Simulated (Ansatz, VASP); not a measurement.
CaC2 in VASP and in Ansatz

```xyz
3
Lattice="-1.8859 1.8859 3.2021 1.8859 -1.8859 3.2021 1.8859 1.8859 -3.2021" Properties=species:S:1:pos:R:3 pbc="T T T"
Ca    0.0000    0.0000    0.0000
C     0.0000    0.0000    3.8290
C     0.0000    0.0000    2.5752
```

Change from the starting cell: strain -0.025 along x and y, +0.000 along z, atoms carried along.

Alike in both runs: task single point; functional LDA; k mesh 10 × 10 × 10; occupations gaussian, width 0.05 eV; no spin polarisation.

```csv
,VASP,Ansatz
version,VASP 6.6.1,Ansatz 0.2.0
potentials or method,"VASP PAW LDA potentials, release 64 (Ca_sv, C), cutoff 520 eV","scalar-relativistic, plane waves, PAW"
valence electrons in the cell,18,18
```

```tsv
	VASP	Ansatz	Ansatz less VASP
gap on the k mesh at the Fermi level (eV)	0.91	0.92	+0.014
least direct gap on the mesh (eV)	2.05	2.06	+0.013
pressure (GPa)	-1.8	-2.2	-0.44
traceless stress, the component that is largest in VASP (GPa)	-2.36	-2.66	-0.301
rms of the force components (eV/Å)	0.045	0.001	-0.0439
```

LDA's correlation is that of Perdew and Zunger in VASP and of Perdew and Wang (1992) in Ansatz. Atom by atom the forces differ by 0.044 eV/Å (rms over components).
